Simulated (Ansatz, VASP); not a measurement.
## GaAs: VASP beside Ansatz

```
Ga As
1.0
     0.00000    2.77482    2.77482
     2.77482    0.00000    2.77482
     2.77482    2.77482    0.00000
Ga As
1 1
Direct
  0.00000 0.00000 0.00000
  0.25000 0.25000 0.25000
```

Alike in both runs: functional r2SCAN; k mesh 8 × 8 × 8; occupations fermi-dirac, width 0.02 eV; no spin polarisation.

Ansatz relaxed the structure, and its values are those at the end. VASP's run is a single point on that final structure, the one shown.

```csv
,VASP,Ansatz
version,VASP 6.6.1,Ansatz 0.2.0
potentials or method,"VASP PAW PBE potentials, release 64 (Ga_d, As), cutoff 520 eV",PAW plane waves
valence electrons in the cell,18,28
```

```csv
,VASP,Ansatz,Ansatz less VASP
gap on the k mesh at the Fermi level (eV),1.45,1.48,+0.023
pressure (GPa),5.4,5.2,-0.20
```

VASP's potentials were made for PBE, not for r2SCAN. VASP's potentials hold 18 valence electrons a cell and Ansatz's 28, so a difference there can come from the potentials and not from the codes. Ansatz's warnings: stress scf threshold loose.
